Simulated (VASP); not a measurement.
## AlN: single point with HSE06

The system is AlN.

```xyz
2
Lattice="0.0000 2.0189 1.9920 2.0189 0.0000 1.9920 2.0189 2.0189 0.0000" Properties=species:S:1:pos:R:3 pbc="T T T"
Al    0.0000    0.0000    0.0000
N     2.0189    2.0189    1.9920
```

This cell differs from its parent crystal: uniaxial z strain -1.3%.

```yaml
Program: VASP 6.6.1
Task: single point
Functional: HSE06
Potentials_or_basis: VASP PAW PBE potentials, release 64 (Al, N)
Cutoff: 520 eV
k_mesh: 8 × 8 × 8
Occupations: gaussian, width 0.01 eV
Spin: no spin polarisation
Dipole_correction: no
Grid_for_exact_exchange_PRECFOCK: Normal
Further_INCAR_settings: ALGO = Normal; EDIFF = 1e-06; NBANDS = 11
Share_of_exact_exchange: 0.25
Screening_parameter: 0.2079 1/Å
```

| Item | Value |
| --- | --- |
| Pressure | 2.4 GPa |
| Band gap on the k mesh | 6.03 eV (least direct gap 7.43 eV) |

Stress tensor (GPa, compression positive):
```
1.01 0.00 0.00
0.00 1.01 0.00
0.00 0.00 5.24
```

Levels at points of the mesh, in eV from the valence-band top:
```tsv
k point	band 1	band 2	band 3	band 4	band 5	band 6	band 7	band 8	band 9
(0.00, 0.00, 0.00)	-19.43	-0.12	0.00	0.00	7.43	13.77	13.77	13.96	19.07
(0.50, 0.00, 0.00)	-15.88	-9.16	-1.26	-1.21	7.61	12.55	12.88	15.76	18.18
(0.50, 0.50, 0.00)	-14.72	-8.14	-3.21	-3.21	6.03	6.46	16.54	19.65	19.65
(0.50, 0.00, 0.50)	-14.84	-8.20	-3.20	-3.01	6.17	6.60	16.38	19.55	20.02
```

Run time: 26 min on 1 thread of AMD EPYC 7R13 Processor (Zen 3), with other jobs on the host, peak memory 0.23 GiB.

Caveat: the cell differs from its parent crystal (uniaxial z strain -1.3%); the structure was generated, so it needn't be the stable form of AlN; the PAW data sets were made with another functional, which shifts forces and pressure a little. A k mesh can miss the band edges.
